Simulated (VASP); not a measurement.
# Si4F in VASP: single point with PBE

Aim: the single point of Si4F with PBE.

All numbers are computed with VASP 6.6.1; they aren't measurements. Logs are shortened: lines on timing, memory, paths and dates and some standing lists are left out, and cuts for length are marked.

### Step 1. The cell of the first run

The cell holds a slab with vacuum, 5 atoms: a = 3.868 Å, b = 3.868 Å, c = 19.437 Å, α = 90.00°, β = 90.00°, γ = 120.00°.

### Step 2. Single point, PBE, collinear spin

Input file INCAR:

```
  PREC = Accurate
  ENCUT = 520
  EDIFF = 1E-6
  ISMEAR = 0
  SIGMA = 0.05
  LREAL = F
  LASPH = T
  NELM = 150
  ALGO = Normal
  ISIF = 2
  LWAVE = F
  LCHARG = F
  ISPIN = 2
  MAGMOM = 0 0 0 0 1
  LORBIT = 11
  LDIPOL = T
  IDIPOL = 3
  DIPOL = 0.5 0.5 0.342
  GGA = PE
  NBANDS = 24
```

Input file KPOINTS:

```
Automatic mesh
0
Gamma
  9 9 1
```

Input file POSCAR:

```
Si4F
1.0
    3.8675355481      0.0000000000      0.0000000000
   -1.9337677741      3.3493840347      0.0000000000
    0.0000000000      0.0000000000     19.4372968034
Si F
4 1
Direct
    0.3333333333      0.6666666667      0.2057899326
    0.0000000000      0.0000000000      0.2464055283
    0.0000000000      0.0000000000      0.3748662348
    0.6666666667      0.3333333333      0.4083539436
    0.6666666667      0.6666666667      0.4769569523
```

Potentials or basis: VASP PAW PBE potentials, release 64 (Si, F).

Run with:

```sh
cat potpaw_PBE.64/Si/POTCAR potpaw_PBE.64/F/POTCAR > POTCAR
mpirun -np 1 vasp_std > vasp.out
```

OUTCAR:

```text
PREC = Accurate
   ENCUT = 520
   EDIFF = 1E-6
   ISMEAR = 0
   LREAL = F
   LASPH = T
   NELM = 150
   ISIF = 2
   ISPIN = 2
   LORBIT = 11
   GGA = PE

 ion  position               nearest neighbor table
   1  0.333  0.667  0.206-   2 2.37   2 2.37   2 2.37
   2  0.000  0.000  0.246-   1 2.37   1 2.37   1 2.37   3 2.50
   3  0.000  0.000  0.375-   4 2.33   4 2.33   4 2.33   5 2.37   2 2.50
   4  0.667  0.333  0.408-   5 1.85   3 2.33   3 2.33   3 2.33
   5  0.667  0.667  0.477-   4 1.85   3 2.37

  LATTYP: Found a hexagonal cell.
 ALAT       =     3.8675355481
 C/A-ratio  =     5.0257577627

  Lattice vectors:

 A1 = (   3.8675355481,   0.0000000000,   0.0000000000)
 A2 = (  -1.9337677741,   3.3493840347,   0.0000000000)
 A3 = (   0.0000000000,   0.0000000000,  19.4372968034)

Analysis of symmetry for initial positions (statically):
=====================================================================
 Subroutine PRICEL returns:
 Original cell was already a primitive cell.

 Routine SETGRP: Setting up the symmetry group for a
 hexagonal supercell.

 Subroutine GETGRP returns: Found  1 space group operations
 (whereof  1 operations were pure point group operations)
 out of a pool of 24 trial point group operations.

The static configuration has the point symmetry C_1 .

Analysis of symmetry for dynamics (positions and initial velocities):
=====================================================================
 Subroutine PRICEL returns:
 Original cell was already a primitive cell.

 Routine SETGRP: Setting up the symmetry group for a
 hexagonal supercell.

 Subroutine GETGRP returns: Found  1 space group operations
 (whereof  1 operations were pure point group operations)
 out of a pool of 24 trial point group operations.

The dynamic configuration has the point symmetry C_1 .

Analysis of structural, dynamic, and magnetic symmetry:
=====================================================================
 Subroutine PRICEL returns:
 Original cell was already a primitive cell.

 Routine SETGRP: Setting up the symmetry group for a
 hexagonal supercell.

 Subroutine GETGRP returns: Found  1 space group operations
 (whereof  1 operations were pure point group operations)
 out of a pool of 24 trial point group operations.

The overall configuration has the point symmetry C_1 .

 Subroutine INISYM returns: Found  1 space group operations
 (whereof  1 operations are pure point group operations),
 and found     1 'primitive' translations

----------------------------------------------------------------------------------------

                                     Primitive cell

  volume of cell :     251.7881

  direct lattice vectors                    reciprocal lattice vectors
     3.867535548  0.000000000  0.000000000     0.258562588  0.149281180  0.000000000
    -1.933767774  3.349384035  0.000000000     0.000000000  0.298562359  0.000000000
     0.000000000  0.000000000 19.437296803     0.000000000  0.000000000  0.051447483

  length of vectors
     3.867535548  3.867535548 19.437296803     0.298562359  0.298562359  0.051447483

  position of ions in fractional coordinates (direct lattice)
     0.333333333  0.666666667  0.205789933
     0.000000000  0.000000000  0.246405528
     0.000000000  0.000000000  0.374866235
     0.666666667  0.333333333  0.408353944
     0.666666667  0.666666667  0.476956952

  ion indices of the primitive-cell ions
   primitive index   ion index
                 1           1
                 2           2
                 3           3
                 4           4
                 5           5

----------------------------------------------------------------------------------------

 KPOINTS: Automatic mesh

Automatic generation of k-mesh.
 Grid dimensions read from file:
 generate k-points for:    9    9    1

 Generating k-lattice:

  Cartesian coordinates                     Fractional coordinates (reciprocal lattice)
     0.028729176  0.016586798  0.000000000     0.111111111  0.000000000  0.000000000
     0.000000000  0.033173595  0.000000000     0.000000000  0.111111111  0.000000000
[... 42 lines left out ...]
   total plane-waves  NPLWV = 135000
   dimension x,y,z NGX =    30 NGY =   30 NGZ =  150
   dimension x,y,z NGXF=    60 NGYF=   60 NGZF=  300
   ions per type =               4   1
   NGX,Y,Z   is equivalent  to a cutoff of  12.90, 12.90, 12.83 a.u.
   NGXF,Y,Z  is equivalent  to a cutoff of  25.79, 25.79, 25.66 a.u.
 SYSTEM =  unknown system
   PREC   = accura    normal or accurate (medium, high low for compatibility)
   ISTART =      0    job   : 0-new  1-cont  2-samecut
   ICHARG =      2    charge: 1-file 2-atom 10-const
   ISPIN  =      2    spin polarized calculation?
   LNONCOLLINEAR =      F non collinear calculations
   LSORBIT =      F    spin-orbit coupling
   LASPH  =      T    aspherical Exc in radial PAW
   ENCUT  =  520.0 eV  38.22 Ry    6.18 a.u.   7.19  7.19 36.14*2*pi/ulx,y,z
   NELM   =    150;   NELMIN=  2; NELMDL= -5     # of ELM steps
   EDIFF  = 0.1E-05   stopping-criterion for ELM
   LREAL  =      F    real-space projection
   EDIFFG = 0.1E-04   stopping-criterion for IOM
   NSW    =      0    number of steps for IOM
   IBRION =     -1    ionic relax: 0-MD 1-quasi-New 2-CG
   NFREE  =      0    steps in history (QN), initial steepest desc. (CG)
   ISIF   =      2    stress and relaxation
   ISYM   =      2    0-nonsym 1-usesym 2-fastsym
   POTIM  = 0.5000    time-step for ionic-motion
   TEBEG  =    0.0;   TEEND  =   0.0 temperature during run
   PSTRESS=    0.0 pullay stress
   NELECT =      23.0000    total number of electrons
   NUPDOWN=      -1.0000    fix difference up-down
   EMIN   =  10.00;   EMAX   =-10.00  energy-range for DOS
   EFERMI =   0.00;   METHOD = LEGACY
   ISMEAR =     0;   SIGMA  =   0.05  broadening in eV -4-tet -1-fermi 0-gaus
   EFERMI_NEDOS =   21; number of points for ismear=-14 and -15
   IALGO  =     38    algorithm
   IMIX   =      4    mixing-type and parameters
     AMIX     =   0.40;   BMIX     =  1.00
     AMIX_MAG =   1.60;   BMIX_MAG =  1.00
  volume/ion in A,a.u.               =      50.36       339.83
  Fermi-wavevector in a.u.,A,eV,Ry     =   0.737291  1.393278  7.396105  0.543598
  Thomas-Fermi vector in A             =   1.830937
   LORBIT       =     11    0 simple, 1 ext, 2 COOP (PROOUT), +10 PAW based schemes
   GGA     = PE    functional components
   LHFCALC =     F    Hartree Fock is set to
   AEXX    =    0.0000 exact exchange contribution
   IVDW    =     0    specifies the selected vdW correction
   LEPSILON=     F    determine dielectric tensor
   LRPA    =     F    only Hartree local field effects (RPA)
 spin polarized calculation
 Gauss-broadening in eV      SIGMA  =   0.05
  energy-cutoff  :      520.00
  volume of cell :      251.79
 maximum number of plane-waves:      6807
 NGX is ok and might be reduce to    30
   NGX = 15   NGY = 15   NGZ = 73

 dipolmoment           0.000000      0.000000     -0.031587 electrons x Angstroem

 number of electron      22.9999995 magnetization       0.8966185

 dipolmoment           0.000000      0.000000      0.086208 electrons x Angstroem

 Free energy of the ion-electron system (eV)
  ---------------------------------------------------
  ext. energy  EPLUGINS =         0.00000000
  ---------------------------------------------------
  free energy    TOTEN  =       -24.41918560 eV

  energy without entropy =      -24.41718723  energy(sigma->0) =      -24.41818642

 E-fermi :  -1.5562     XC(G=0):  -4.0447

 val. band max:       -1.5752987021   @ k =   0.1111   0.1111   0.0000
 cond. band min:      -1.5381287606   @ k =   0.4444  -0.0000   0.0000
 fundamental gap:      0.0371699414
 Fermi energy:        -1.5562364970

 spin component 1

 k-point     1 :       0.0000    0.0000    0.0000
  band No.  band energies     occupation
      1     -25.4606      1.00000
      2     -12.9038      1.00000
      3     -11.8197      1.00000
      4      -8.0066      1.00000
      5      -6.8382      1.00000
      6      -6.3257      1.00000
[... 613 lines left out ...]
     22       5.9551      0.00000
     23       6.0496      0.00000

 [... further k-points ...]

 spin component 2

 k-point     1 :       0.0000    0.0000    0.0000
  band No.  band energies     occupation
      1     -25.4073      1.00000
      2     -12.7646      1.00000
      3     -11.6498      1.00000
      4      -7.9154      1.00000
      5      -6.7406      1.00000
      6      -6.2709      1.00000
[... 613 lines left out ...]
     22       6.1097      0.00000
     23       6.3181      0.00000

 [... further k-points ...]

 [bands above 23 left out]

------------------------ aborting loop because EDIFF is reached ----------------------------------------

 vacuum level on the upper side and lower side of the slab       (xc-potential included)         0.585        -0.587

  FORCE on cell =-STRESS in cart. coord.  units (eV):
  Direction    XX          YY          ZZ          XY          YZ          ZX
  --------------------------------------------------------------------------------------
  -------------------------------------------------------------------------------------
  Total       -0.2401708     -0.6156093     -0.9260194      1.0419484     -2.9563604      0.9724726
  in kB       -1.5282546     -3.9172441     -5.8924451      6.6301244    -18.8119077      6.1880362
  external PRESSURE =      -3.7793146 kB  Pullay stress =       0.0000000 kB

 VOLUME and BASIS-vectors are now :
 -----------------------------------------------------------------------------
  energy-cutoff  :      520.00
  volume of cell :      251.79
      direct lattice vectors                 reciprocal lattice vectors
     3.867535548  0.000000000  0.000000000     0.258562588  0.149281180  0.000000000
    -1.933767774  3.349384035  0.000000000     0.000000000  0.298562359  0.000000000
     0.000000000  0.000000000 19.437296803     0.000000000  0.000000000  0.051447483

 POSITION                                       TOTAL-FORCE (eV/Angst)
 -----------------------------------------------------------------------------------
     -0.00000      2.23292      4.00000        -0.007611      0.015621      0.503659
      0.00000      0.00000      4.78946        -0.047997      0.226648     -0.130543
      0.00000      0.00000      7.28639         0.354912     -0.128518     -0.957830
      1.93377      1.11646      7.93730        -1.065877      1.585530      0.528132
      1.28918      2.23292      9.27075         0.766573     -1.699281      0.056582
 -----------------------------------------------------------------------------------
    total drift:                                0.000127     -0.000078      0.000017

  FREE ENERGIE OF THE ION-ELECTRON SYSTEM (eV)
  ---------------------------------------------------
  free  energy   TOTEN  =       -24.4191856031 eV

  energy  without entropy=      -24.4171872323  energy(sigma->0) =      -24.41818642

 vacuum level on the upper side and lower side of the slab         4.408         3.202

 total charge

# of ion       s       p       d       tot
------------------------------------------
    1        0.795   0.839   0.000   1.634
    2        0.763   0.884   0.000   1.648
    3        0.776   0.895   0.000   1.671
    4        0.766   0.825   0.000   1.591
    5        1.751   4.296   0.000   6.047
--------------------------------------------------
tot          4.851   7.741   0.000  12.591

 magnetization (x)

# of ion       s       p       d       tot
------------------------------------------
    1        0.033   0.165   0.000   0.198
    2        0.002   0.012   0.000   0.014
    3        0.007   0.043   0.000   0.050
    4        0.010   0.026   0.000   0.036
    5        0.002   0.024   0.000   0.026
--------------------------------------------------
tot          0.053   0.271   0.000   0.324
```

It took 7.4 min on 1 thread of Intel Xeon 6975P-C (Granite Rapids), shared host; peak memory 0.68 GiB.

What came out:

```yaml
Free_energy: -24.4192 eV
Largest_force: 1.982 eV/Å
Net_moment: 0.90 μB per cell
Site_moments: Si +0.20, +0.01, +0.05, +0.04; F +0.03 μB
Valence_electrons_inside_the_program's_atomic_spheres: Si 1.63, 1.65, 1.67, 1.59; F 6.05
```

Forces in eV/Å, atoms in the order of the input:
```
Si  -0.008  0.016  0.504
Si  -0.048  0.227 -0.131
Si   0.355 -0.129 -0.958
Si  -1.066  1.586  0.528
F    0.767 -1.699  0.057
```

Levels at points of the mesh, in eV from the Fermi level:
Spin up:
```
           k point  band 10  band 11  band 12  band 13  band 14  band 15
(0.00, 0.00, 0.00)    -0.58    -0.38     0.08     1.49     2.39     2.56
```
Spin down:
```
           k point  band 8  band 9  band 10  band 11  band 12  band 13  band 14  band 15
(0.00, 0.00, 0.00)   -1.09   -0.91    -0.39    -0.23     0.39     1.69     2.68     2.85
```
